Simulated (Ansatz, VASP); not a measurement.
# One calculation of Si2Ni, two programs

```
Si Ni
1.0
     0.00000    2.82724    2.82724
     2.82724    0.00000    2.82724
     2.82724    2.82724    0.00000
Si Ni
2 1
Direct
  0.25000 0.25000 0.25000
  0.75000 0.75000 0.75000
  0.00000 0.00000 0.00000
```

Alike in both runs: task single point; functional LDA; k mesh 14 × 14 × 14; occupations gaussian, width 0.15 eV; no spin polarisation.

```csv
,VASP,Ansatz
version,VASP 6.6.1,Ansatz 0.2.0
potentials or method,"VASP PAW LDA potentials, release 64 (Si, Ni), cutoff 520 eV","scalar-relativistic, plane waves, PAW"
valence electrons in the cell,18,26
```

|  | VASP | Ansatz | Ansatz less VASP |
| --- | --- | --- | --- |
| gap on the k mesh at the Fermi level (eV) | none | none | - |
| pressure (GPa) | -18.8 | -18.9 | -0.15 |

Ansatz warns that its potentials were made for another functional, while VASP's fit it. LDA's correlation is that of Perdew and Zunger in VASP and of Perdew and Wang (1992) in Ansatz. A gap of «none» marks a metal or a gap that the smearing closes. VASP's potentials hold 18 valence electrons a cell and Ansatz's 26, so a difference there can come from the potentials and not from the codes.
